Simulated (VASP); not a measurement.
Input of a VASP 6.6.1 run:

The input INCAR:

```
ALGO     = Normal         # electronic algorithm
EDIFF    = 1E-7           # SCF threshold, eV
ENCUT    = 520            # plane-wave cutoff, eV
GGA      = PE             # functional
ISIF     = 2              # what is computed and relaxed
ISMEAR   = 0              # smearing method
LASPH    = T              # aspherical terms in the spheres
LCHARG   = F              # write CHGCAR
LREAL    = F              # projectors in reciprocal space
LWAVE    = F              # write WAVECAR
NBANDS   = 42             # bands
NELM     = 100            # most SCF steps
PREC     = Accurate       # precision mode
SIGMA    = 0.2            # smearing width, eV
```

File KPOINTS:

```
k-points
0
Gamma
  5 5 2
```

The input POSCAR:

```
Cd4S3
1.0
    4.0967946306      0.0000000000      0.0000000000
   -2.0483973153      3.5479282242      0.0000000000
    0.0000000000      0.0000000000     12.7106389918
Cd S
4 3
Direct
    0.0000000000      0.0000000000      0.5561806363
    0.3333333333      0.6666666667      0.8471633622
    0.3333333333      0.6666666667      0.2812949395
    0.0000000000      0.0000000000      0.0047251431
    0.3333333333      0.6666666667      0.4810554414
    0.0000000000      0.0000000000      0.7566915097
    0.0000000000      0.0000000000      0.2064889678
```

Potentials or basis: VASP PAW PBE potentials, release 64 (Cd, S).

Command:

```bash
$ cat potpaw_PBE.64/Cd/POTCAR potpaw_PBE.64/S/POTCAR > POTCAR
$ mpirun -np 1 vasp_std > vasp.out
```

**Question.** Estimate the band gap on the k mesh.

**Answer.** 0.69 eV, indirect (least direct gap 0.73 eV).

**Question.** What does it give for the pressure?

**Answer.** 0.3 GPa.

**Question.** Estimate the largest force.

**Answer.** 0.036 eV/Å.

Stress tensor (GPa, compression positive):
```
0.35 0.00 0.00
0.00 0.35 0.00
0.00 0.00 0.18
```

A k mesh can miss the band edges. Expect the measured gap to be larger: semilocal functionals such as PBE lack the derivative discontinuity.
